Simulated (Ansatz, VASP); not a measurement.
# Two plane-wave programs on InSe

Contents of INCAR:

```
SYSTEM = InSe
ALGO = Normal
EDIFF = 1E-7
ENCUT = 520
GGA = PS
ISIF = 2
ISMEAR = 0
LASPH = .TRUE.
LCHARG = .FALSE.
LREAL = .FALSE.
LWAVE = .FALSE.
NBANDS = 48
NELM = 60
PREC = Accurate
SIGMA = 0.05
```

The input KPOINTS:

```
k-points
0
G
  6 7 3
  0 0 0
```

Contents of POSCAR:

```
InSe
1.0
    1.6051187225      0.0000000000     -4.2720903381
    0.0000000000      4.1105485099      0.0000000000
   11.4288291685      0.0000000000      0.8438282878
In Se
4 4
Direct
    0.5481066044      0.0000000000      0.3858026583
   -0.3518933956      0.5000000000      0.8858026583
   -0.3481066044      0.0000000000      0.6141973417
    0.5518933956      0.5000000000      0.1141973417
   -0.1065425263      0.0000000000      0.1547212196
   -0.0065425263      0.5000000000      0.6547212196
    0.3065425263      0.0000000000      0.8452787804
    0.2065425263      0.5000000000      0.3452787804
```

Input for Ansatz:

```yaml
crystal:
  lattice:
    - [1.6051187225, 0.0, -4.2720903381]
    - [0.0, 4.1105485099, 0.0]
    - [11.4288291685, 0.0, 0.8438282878]
  atoms:
    - { symbol: In, position: [0.5481066044, 0.0, 0.3858026583] }
    - { symbol: In, position: [-0.3518933956, 0.5, 0.8858026583] }
    - { symbol: In, position: [-0.3481066044, 0.0, 0.6141973417] }
    - { symbol: In, position: [0.5518933956, 0.5, 0.1141973417] }
    - { symbol: Se, position: [-0.1065425263, 0.0, 0.1547212196] }
    - { symbol: Se, position: [-0.0065425263, 0.5, 0.6547212196] }
    - { symbol: Se, position: [0.3065425263, 0.0, 0.8452787804] }
    - { symbol: Se, position: [0.2065425263, 0.5, 0.3452787804] }
basis:
  ecutwfc: 420
kpoints:
  mp_grid: { grid: [6, 7, 3] }
hamiltonian:
  xc: pbesol
scf:
  occupations: { method: gaussian, width: 0.05 }
output:
  forces: true
  stress: true
  eigenvalues: true
  write_density: true
  write_potential: true
  elf: true
  volumetric_format: npy
```

Alike in both runs: task single point; functional PBEsol; k mesh 6 × 7 × 3; occupations gaussian, width 0.05 eV; no spin polarisation.

```csv
,VASP,Ansatz
version,VASP 6.6.1,Ansatz 0.2.0
potentials or method,"VASP PAW PBE potentials, release 64 (In_d, Se), cutoff 520 eV","scalar-relativistic, plane waves, PAW"
valence electrons in the cell,76,116
```

Ansatz gave:

```
gap on the k mesh at the Fermi level (eV)                     : 0.55
least direct gap on the mesh (eV)                             : 1.03
pressure (GPa)                                                : 1.4
traceless stress, the component that is largest in VASP (GPa) : 2.84
rms of the force components (eV/Å)                            : 0.593
```

**Question.** Estimate VASP's values.

**Answer.** gap on the k mesh at the Fermi level (eV): 0.54; least direct gap on the mesh (eV): 1.03; pressure (GPa): 1.4; traceless stress, the component that is largest in VASP (GPa): 2.83; rms of the force components (eV/Å): 0.590.

VASP's potentials were made for PBE, not for PBEsol. Atom by atom the forces differ by 0.009 eV/Å (rms over components). VASP's potentials hold 76 valence electrons a cell and Ansatz's 116, so a difference there can come from the potentials and not from the codes.
